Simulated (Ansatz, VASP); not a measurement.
## C: VASP beside Ansatz

```
C
1.0
     3.56336   -1.23753    0.00000
     3.56336    1.23753    0.00000
    -3.07473    0.00000    4.34288
C
6
Direct
  0.82398 0.82398 0.84224
  0.17602 0.17602 0.15776
  0.02012 0.02012 0.80774
  0.56894 0.56894 0.67537
  0.43106 0.43106 0.32463
  0.97988 0.97988 0.19226
```

Alike in both runs: task relaxation of cell and atoms; functional PBE; k mesh 16 × 16 × 10; occupations gaussian, width 0.1 eV; no spin polarisation.

|  | VASP | Ansatz |
| --- | --- | --- |
| version | VASP 6.6.1 | Ansatz 0.2.0 |
| potentials or method | VASP PAW PBE potentials, release 64 (C), cutoff 600 eV | scalar-relativistic, plane waves, PAW |
| valence electrons in the cell | 24 | 24 |

Ansatz gave:

```
gap on the k mesh at the Fermi level, each at its own relaxed structure (eV) : none
relaxed volume (Å³/atom)                                                     : 6.39
relaxed length of the cell vector where the two differ most in proportion (Å)              : 5.319
```

Problem. Which values does VASP return?

Solution. gap on the k mesh at the Fermi level, each at its own relaxed structure (eV): none; relaxed volume (Å³/atom): 6.39; relaxed length of the cell vector where the two differ most in proportion (Å): 5.321.

A gap of «none» marks a metal or a gap that the smearing closes.
